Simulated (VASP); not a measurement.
# Ag (R-3m) in VASP: notebook

Runs on Ag. Level: PBEsol. Tasks: single point.

Program: VASP 6.6.1. These are calculated values, not measurements. Logs are shortened: lines on timing, memory, paths and dates and some standing lists are left out, and cuts for length are marked.

### 1 The cell of the first run

The structure is trigonal, space group R-3m (No. 166). The conventional cell has a = 2.946 Å, b = 2.946 Å, c = 21.614 Å, α = 90.00°, β = 90.00°, γ = 120.00°. Within 3.9 Å of Ag (site symmetry -3m) lie 12 Ag at 2.94 to 2.95 Å. Ag (site symmetry 3m) has 12 Ag at 2.94 to 2.95 Å within 3.9 Å.

### 2 Single point, PBEsol

File INCAR:

```
PREC = Accurate ; ENCUT = 520
EDIFF = 1E-6 ; ISMEAR = 0
SIGMA = 0.1 ; LREAL = F
LASPH = T ; NELM = 80
ALGO = Fast ; ISIF = 2
LWAVE = F ; LCHARG = F
GGA = PS ; NBANDS = 24
```

File KPOINTS:

```
Automatic mesh
0
Gamma
  18 18 18
```

File POSCAR:

```
Ag
1.0
    1.4730471633      0.8504641762      7.2046500000
   -1.4730471633      0.8504641762      7.2046500000
    0.0000000000     -1.7009283525      7.2046500000
Ag
3
Direct
    0.0000000000      0.0000000000      0.0000000000
    0.7777190000      0.7777190000      0.7777190000
    0.2222810000      0.2222810000      0.2222810000
```

Potentials or basis: VASP PAW PBE potentials, release 64 (Ag).

Launch:

```sh
$ cat potpaw_PBE.64/Ag/POTCAR > POTCAR
$ mpirun -np 1 vasp_std > vasp.out
```

OUTCAR:

```text
PREC = Accurate
   ENCUT = 520
   EDIFF = 1E-6
   ISMEAR = 0
   LREAL = F
   LASPH = T
   NELM = 80
   ISIF = 2
   GGA = PS

 ion  position               nearest neighbor table
   1  0.000  0.000  0.000-   2 2.94   3 2.94   2 2.94   2 2.94   3 2.94   3 2.94
   2  0.778  0.778  0.778-   1 2.94   1 2.94   1 2.94   3 2.94   3 2.94   3 2.94
   3  0.222  0.222  0.222-   1 2.94   1 2.94   1 2.94   2 2.94   2 2.94   2 2.94

  LATTYP: Found a trigonal (rhomboedric) cell.
 ALAT       =     7.4027115899
 COS(alpha) =     0.9208079399

  Lattice vectors:

 A1 = (   1.4730471633,   0.8504641762,   7.2046500000)
 A2 = (  -1.4730471633,   0.8504641762,   7.2046500000)
 A3 = (   0.0000000000,  -1.7009283525,   7.2046500000)

Analysis of symmetry for initial positions (statically):
=====================================================================
 Subroutine PRICEL returns:
 Original cell was already a primitive cell.

 Routine SETGRP: Setting up the symmetry group for a
 trigonal (rhombohedral) supercell.

 Subroutine GETGRP returns: Found 12 space group operations
 (whereof 12 operations were pure point group operations)
 out of a pool of 12 trial point group operations.

The static configuration has the point symmetry D_3d.

Analysis of symmetry for dynamics (positions and initial velocities):
=====================================================================
 Subroutine PRICEL returns:
 Original cell was already a primitive cell.

 Routine SETGRP: Setting up the symmetry group for a
 trigonal (rhombohedral) supercell.

 Subroutine GETGRP returns: Found 12 space group operations
 (whereof 12 operations were pure point group operations)
 out of a pool of 12 trial point group operations.

The dynamic configuration has the point symmetry D_3d.

 Subroutine INISYM returns: Found 12 space group operations
 (whereof 12 operations are pure point group operations),
 and found     1 'primitive' translations

----------------------------------------------------------------------------------------

                                     Primitive cell

  volume of cell :      54.1548

  direct lattice vectors                    reciprocal lattice vectors
     1.473047163  0.850464176  7.204650000     0.339432445  0.195971413  0.046266416
    -1.473047163  0.850464176  7.204650000    -0.339432445  0.195971413  0.046266416
     0.000000000 -1.700928353  7.204650000     0.000000000 -0.391942827  0.046266416

  length of vectors
     7.402711590  7.402711590  7.402711590     0.394664111  0.394664111  0.394664111

  position of ions in fractional coordinates (direct lattice)
     0.000000000  0.000000000  0.000000000
     0.777719000  0.777719000  0.777719000
     0.222281000  0.222281000  0.222281000

  ion indices of the primitive-cell ions
   primitive index   ion index
                 1           1
                 2           2
                 3           3

----------------------------------------------------------------------------------------

 KPOINTS: Automatic mesh

Automatic generation of k-mesh.
 Grid dimensions read from file:
 generate k-points for:   18   18   18

 Generating k-lattice:

  Cartesian coordinates                     Fractional coordinates (reciprocal lattice)
     0.018857358  0.010887301  0.002570356     0.055555556  0.000000000 -0.000000000
    -0.018857358  0.010887301  0.002570356     0.000000000  0.055555556 -0.000000000
     0.000000000 -0.021774601  0.002570356    -0.000000000 -0.000000000  0.055555556

  Length of vectors
     0.021925784  0.021925784  0.021925784

  Shift w.r.t. Gamma in fractional coordinates (k-lattice)
     0.000000000  0.000000000  0.000000000

 Subroutine IBZKPT returns following result:
 ===========================================

 Found    580 irreducible k-points:

 Following reciprocal coordinates:
            Coordinates               Weight
  0.000000  0.000000  0.000000      1.000000
  0.055556  0.000000 -0.000000      6.000000
  0.111111  0.000000 -0.000000      6.000000
  0.166667  0.000000 -0.000000      6.000000
  0.222222  0.000000 -0.000000      6.000000
  0.277778 -0.000000  0.000000      6.000000
[... 16 lines left out ...]
 -0.277778  0.055556  0.000000     12.000000
 -0.222222  0.055556  0.000000     12.000000
 [... further k-points ...]
   k-points           NKPTS =    580   k-points in BZ     NKDIM =    580   number of bands    NBANDS=     24
   number of dos      NEDOS =    301   number of ions     NIONS =      3
   total plane-waves  NPLWV = 175616
   dimension x,y,z NGX =    56 NGY =   56 NGZ =   56
   dimension x,y,z NGXF=   112 NGYF=  112 NGZF=  112
   ions per type =               3
   NGX,Y,Z   is equivalent  to a cutoff of  12.58, 12.58, 12.58 a.u.
   NGXF,Y,Z  is equivalent  to a cutoff of  25.15, 25.15, 25.15 a.u.
 SYSTEM =  unknown system
   PREC   = accura    normal or accurate (medium, high low for compatibility)
   ISTART =      0    job   : 0-new  1-cont  2-samecut
   ICHARG =      2    charge: 1-file 2-atom 10-const
   ISPIN  =      1    spin polarized calculation?
   LNONCOLLINEAR =      F non collinear calculations
   LSORBIT =      F    spin-orbit coupling
   LASPH  =      T    aspherical Exc in radial PAW
   ENCUT  =  520.0 eV  38.22 Ry    6.18 a.u.  13.76 13.76 13.76*2*pi/ulx,y,z
   NELM   =     80;   NELMIN=  2; NELMDL= -5     # of ELM steps
   EDIFF  = 0.1E-05   stopping-criterion for ELM
   LREAL  =      F    real-space projection
   EDIFFG = 0.1E-04   stopping-criterion for IOM
   NSW    =      0    number of steps for IOM
   IBRION =     -1    ionic relax: 0-MD 1-quasi-New 2-CG
   NFREE  =      0    steps in history (QN), initial steepest desc. (CG)
   ISIF   =      2    stress and relaxation
   ISYM   =      2    0-nonsym 1-usesym 2-fastsym
   POTIM  = 0.5000    time-step for ionic-motion
   TEBEG  =    0.0;   TEEND  =   0.0 temperature during run
   PSTRESS=    0.0 pullay stress
   NELECT =      33.0000    total number of electrons
   NUPDOWN=      -1.0000    fix difference up-down
   EMIN   =  10.00;   EMAX   =-10.00  energy-range for DOS
   EFERMI =   0.00;   METHOD = LEGACY
   ISMEAR =     0;   SIGMA  =   0.10  broadening in eV -4-tet -1-fermi 0-gaus
   EFERMI_NEDOS =   21; number of points for ismear=-14 and -15
   IALGO  =     68    algorithm
   IMIX   =      4    mixing-type and parameters
     AMIX     =   0.40;   BMIX     =  1.00
     AMIX_MAG =   1.60;   BMIX_MAG =  1.00
  volume/ion in A,a.u.               =      18.05       121.82
  Fermi-wavevector in a.u.,A,eV,Ry     =   1.387929  2.622805 26.209536  1.926347
  Thomas-Fermi vector in A             =   2.512103
   LORBIT       =      0    0 simple, 1 ext, 2 COOP (PROOUT), +10 PAW based schemes
   GGA     = PS    functional components
   LHFCALC =     F    Hartree Fock is set to
   AEXX    =    0.0000 exact exchange contribution
   IVDW    =     0    specifies the selected vdW correction
   LEPSILON=     F    determine dielectric tensor
   LRPA    =     F    only Hartree local field effects (RPA)
 non-spin polarized calculation
 RMM-DIIS sequential band-by-band and
 Gauss-broadening in eV      SIGMA  =   0.10
  energy-cutoff  :      520.00
  volume of cell :       54.15
 maximum number of plane-waves:      1494
   NGX = 27   NGY = 27   NGZ = 27

 number of electron      33.0000001 magnetization

 Free energy of the ion-electron system (eV)
  ---------------------------------------------------
  ext. energy  EPLUGINS =         0.00000000
  ---------------------------------------------------
  free energy    TOTEN  =        -9.81274708 eV

  energy without entropy =       -9.80866096  energy(sigma->0) =       -9.81070402

 E-fermi :   7.4436     XC(G=0): -12.0739

 val. band max:        7.4433901239   @ k =  -0.1667  -0.2222   0.0556
 cond. band min:       7.4443281904   @ k =  -0.3889   0.1111   0.1111
 fundamental gap:      0.0009380665
 Fermi energy:         7.4436274663

 k-point     1 :       0.0000    0.0000    0.0000
  band No.  band energies     occupation
      1       0.0463      2.00000
      2       1.5244      2.00000
      3       1.5313      2.00000
      4       2.8820      2.00000
      5       2.8820      2.00000
      6       2.8974      2.00000
[... 16 lines left out ...]
     23      24.2956      0.00000
     24      25.3021      0.00000

 k-point     2 :       0.0556    0.0000   -0.0000
  band No.  band energies     occupation
      1       0.1295      2.00000
      2       1.5827      2.00000
      3       1.5897      2.00000
      4       2.8523      2.00000
      5       2.8627      2.00000
      6       2.9178      2.00000
[... 16 lines left out ...]
     23      24.0008      0.00000
     24      24.5628      0.00000

 k-point     3 :       0.1111    0.0000   -0.0000
  band No.  band energies     occupation
      1       0.3721      2.00000
      2       1.7424      2.00000
      3       1.7507      2.00000
      4       2.7570      2.00000
      5       2.7837      2.00000
      6       2.9560      2.00000
[... 16 lines left out ...]
     23      23.5354      0.00000
     24      23.6857      0.00000

 k-point     4 :       0.1667    0.0000   -0.0000
  band No.  band energies     occupation
      1       0.7477      2.00000
      2       1.9459      2.00000
      3       1.9550      2.00000
      4       2.5851      2.00000
      5       2.6915      2.00000
      6       2.8131      2.00000
[... 16 lines left out ...]
     23      22.6102      0.00000
     24      23.2328      0.00000

 k-point     5 :       0.2222    0.0000   -0.0000
  band No.  band energies     occupation
      1       1.1854      2.00000
      2       2.0301      2.00000
      3       2.0925      2.00000
      4       2.3703      2.00000
      5       2.5755      2.00000
      6       2.7671      2.00000
[... 16 lines left out ...]
     23      21.6098      0.00000
     24      21.8667      0.00000

 k-point     6 :       0.2778   -0.0000    0.0000
  band No.  band energies     occupation
      1       1.5219      2.00000
      2       1.9468      2.00000
      3       2.0436      2.00000
      4       2.2081      2.00000
      5       2.4159      2.00000
      6       2.9001      2.00000
[... 16 lines left out ...]
     23      20.1621      0.00000
     24      20.7242      0.00000
[... 379 lines left out ...]
 k-point    21 :      -0.3889    0.0556    0.0000
  band No.  band energies     occupation
      1       1.5157      2.00000
      2       1.7421      2.00000
      3       1.8168      2.00000
      4       1.9966      2.00000
      5       2.1091      2.00000
      6       2.8993      2.00000
[... 16 lines left out ...]
     23      18.5255      0.00000
     24      19.0339      0.00000

 k-point    22 :      -0.3333    0.0556    0.0000
  band No.  band energies     occupation
      1       1.6077      2.00000
      2       1.8168      2.00000
      3       1.9139      2.00000
      4       2.0687      2.00000
      5       2.1995      2.00000
      6       2.9465      2.00000
[... 16 lines left out ...]
     23      18.8579      0.00000
     24      19.1772      0.00000

 k-point    23 :      -0.2778    0.0556    0.0000
  band No.  band energies     occupation
      1       1.6477      2.00000
      2       1.9303      2.00000
      3       2.0097      2.00000
      4       2.1815      2.00000
      5       2.3157      2.00000
      6       2.9371      2.00000
[... 16 lines left out ...]
     23      19.4139      0.00000
     24      19.6851      0.00000

 k-point    24 :      -0.2222    0.0556    0.0000
  band No.  band energies     occupation
      1       1.4340      2.00000
      2       2.0488      2.00000
      3       2.1225      2.00000
      4       2.3120      2.00000
      5       2.4544      2.00000
      6       2.7595      2.00000
[... 16 lines left out ...]
     23      20.2148      0.00000
     24      20.9907      0.00000

 [... further k-points ...]

------------------------ aborting loop because EDIFF is reached ----------------------------------------

  FORCE on cell =-STRESS in cart. coord.  units (eV):
  Direction    XX          YY          ZZ          XY          YZ          ZX
  --------------------------------------------------------------------------------------
  -------------------------------------------------------------------------------------
  Total       -2.5548128     -2.5548128     -2.5363675      0.0000000      0.0000000      0.0000000
  in kB      -75.5845183    -75.5845183    -75.0388111      0.0000000      0.0000000      0.0000000
  external PRESSURE =     -75.4026159 kB  Pullay stress =       0.0000000 kB

 VOLUME and BASIS-vectors are now :
 -----------------------------------------------------------------------------
  energy-cutoff  :      520.00
  volume of cell :       54.15
      direct lattice vectors                 reciprocal lattice vectors
     1.473047163  0.850464176  7.204650000     0.339432445  0.195971413  0.046266416
    -1.473047163  0.850464176  7.204650000    -0.339432445  0.195971413  0.046266416
     0.000000000 -1.700928353  7.204650000     0.000000000 -0.391942827  0.046266416

 POSITION                                       TOTAL-FORCE (eV/Angst)
 -----------------------------------------------------------------------------------
      0.00000      0.00000      0.00000        -0.000000      0.000000     -0.000000
      0.00000     -0.00000     16.80958         0.000000      0.000000     -0.003436
      0.00000     -0.00000      4.80437         0.000000     -0.000000      0.003436
 -----------------------------------------------------------------------------------
    total drift:                               -0.000000     -0.000000      0.000000

  FREE ENERGIE OF THE ION-ELECTRON SYSTEM (eV)
  ---------------------------------------------------
  free  energy   TOTEN  =        -9.8127470759 eV

  energy  without entropy=       -9.8086609586  energy(sigma->0) =       -9.81070402
```

Wall time 55 min (1 thread of Intel Xeon Platinum 8259CL at 2.50GHz (Skylake/Cascade Lake), shared host); peak memory 0.85 GiB.

What came out:

```yaml
Free_energy: -9.8127 eV
Pressure: -7.5 GPa
Largest_force: 0.003 eV/Å
Band_gap_on_the_k_mesh: zero (an odd number of electrons rules out a gap without spin polarisation)
```

Forces on the atoms (eV/Å):
```
Ag   0.000  0.000  0.000
Ag   0.000  0.000 -0.003
Ag   0.000  0.000  0.003
```

Levels at points of the mesh, in eV from the Fermi level:
```
           k point  band 14  band 15  band 16  band 17  band 18  band 19  band 20  band 21
(0.00, 0.00, 0.00)    -3.20    -3.14    -3.14    -3.10    -3.10     7.62     7.63    15.35
(0.50, 0.00, 0.00)    -2.78    -2.78    -0.02     1.21     1.21     4.63     4.86     5.98
(0.50, 0.50, 0.00)    -2.78    -2.75     0.30     0.52     1.45     3.81     5.73     7.89
(0.50, 0.50, 0.50)    -3.50    -3.50    -2.95    -2.95    -0.27     3.31    13.74    13.83
```

Caveat: the cell stands under tension; the PAW data sets were made with another functional, which shifts forces and pressure a little.

### 3 Single point, PBEsol

This run uses another cell than the first one, of 16.68 Å³/atom.

File INCAR:

```
SYSTEM = Ag
PREC     = Accurate       ! precision mode
ENCUT    = 520            ! plane-wave cutoff, eV
EDIFF    = 1E-7           ! SCF threshold, eV
ISMEAR   = 0              ! smearing method
SIGMA    = 0.1            ! smearing width, eV
LREAL    = .False.        ! projectors in reciprocal space
LASPH    = .True.         ! aspherical terms in the spheres
NELM     = 100            ! most SCF steps
ALGO     = Normal         ! electronic algorithm
ISIF     = 2              ! what is computed and relaxed
LWAVE    = .False.        ! write WAVECAR
LCHARG   = .False.        ! write CHGCAR
GGA      = PS             ! functional
NBANDS   = 24             ! bands
ISYM     = 0
```

File KPOINTS:

```
regular mesh
0
Gamma
  12 12 5
  0 0 0
```

File POSCAR:

```
Ag
1.0
    2.8687411796      0.0000000000      0.0000000000
   -1.4343705898      2.4844027385      0.0000000000
    1.4343705898      0.8281342462      7.0196725485
Ag
3
Direct
    0.0000000000      0.0000000000      0.0000000000
    0.4446257609      0.2223128805      0.3330613586
    0.5553742391      0.7776871195      0.6669386414
```

Potentials or basis: VASP PAW PBE potentials, release 64 (Ag).

Launch:

```sh
$ cat potpaw_PBE.64/Ag/POTCAR > POTCAR
$ mpirun -np 1 vasp_std > vasp.out
```

It took 3.9 min on 1 thread of Intel Xeon Platinum 8488C (Sapphire Rapids), shared host; peak memory 0.43 GiB.

Results (log left out):

| Item | Value |
| --- | --- |
| Free energy | -9.9018 eV |
| Pressure | 0.0 GPa |
| Largest force | 0.006 eV/Å |
| Band gap on the k mesh | zero (an odd number of electrons rules out a gap without spin polarisation) |

Forces in eV/Å, atoms in the order of the input:
```
Ag   0.000  0.000  0.000
Ag   0.002  0.001  0.005
Ag  -0.002 -0.001 -0.005
```

Stress tensor (GPa, compression positive):
```
 0.13 -0.07 -0.33
-0.07  0.21 -0.19
-0.33 -0.19 -0.46
```

Levels at points of the mesh, in eV from the Fermi level:
| k point | band 14 | band 15 | band 16 | band 17 | band 18 | band 19 | band 20 | band 21 |
| --- | --- | --- | --- | --- | --- | --- | --- | --- |
| (0.00, 0.00, 0.00) | -3.33 | -3.22 | -3.22 | -3.09 | -3.09 | 8.18 | 8.21 | 15.63 |
| (0.50, 0.00, 0.00) | -2.73 | -2.68 | 0.21 | 0.59 | 1.66 | 4.32 | 6.17 | 8.59 |
| (0.00, 0.50, 0.00) | -2.72 | -2.72 | -0.06 | 1.24 | 1.40 | 5.15 | 5.29 | 6.50 |
| (0.50, 0.50, 0.00) | -2.72 | -2.72 | -0.06 | 1.24 | 1.40 | 5.15 | 5.29 | 6.50 |

Caveat: the PAW data sets were made with another functional, which shifts forces and pressure a little.

### 4 Single point, PBEsol (17.18 Å³/atom)

This run uses another cell than the first one, of 17.18 Å³/atom.

File INCAR:

```
  PREC = Accurate
  ENCUT = 520
  EDIFF = 1E-7
  ISMEAR = 0
  SIGMA = 0.1
  LREAL = False
  LASPH = True
  NELM = 80
  ALGO = Fast
  ISIF = 2
  LWAVE = False
  LCHARG = False
  GGA = PS
  NBANDS = 24
```

File KPOINTS:

```
Automatic mesh
0
Gamma
  18 18 18
```

File POSCAR:

```
Ag
1.0
    1.4485732025      0.8363341284      7.0891787772
   -1.4485732025      0.8363341284      7.0891787772
    0.0000000000     -1.6726682568      7.0891787772
Ag
3
Direct
    0.0000000000      0.0000000000      0.0000000000
    0.7776871195      0.7776871195      0.7776871195
    0.2223128805      0.2223128805      0.2223128805
```

Launch:

```sh
$ cat potpaw_PBE.64/Ag/POTCAR > POTCAR
$ mpirun -np 1 vasp_std > vasp.out
```

It took 45 min on 1 thread of Intel Xeon Platinum 8488C (Sapphire Rapids), shared host; peak memory 0.81 GiB.

It converged, with:

```yaml
Free_energy: -9.9032 eV
Pressure: -3.4 GPa
Band_gap_on_the_k_mesh: zero (an odd number of electrons rules out a gap without spin polarisation)
```

Levels at points of the mesh, in eV from the Fermi level:
```
           k point  band 14  band 15  band 16  band 17  band 18  band 19  band 20  band 21
(0.00, 0.00, 0.00)    -3.29    -3.25    -3.25    -3.13    -3.13     7.93     7.95    15.50
(0.50, 0.00, 0.00)    -2.78    -2.78    -0.08     1.20     1.30     4.92     5.09     6.27
(0.50, 0.50, 0.00)    -2.78    -2.74     0.21     0.53     1.54     4.09     5.96     8.29
(0.50, 0.50, 0.50)    -3.57    -3.57    -2.97    -2.97    -0.40     3.58    14.05    14.19
```

Caveat: the cell stands under tension; the PAW data sets were made with another functional, which shifts forces and pressure a little.

(Part 1 of 2 ends here.)
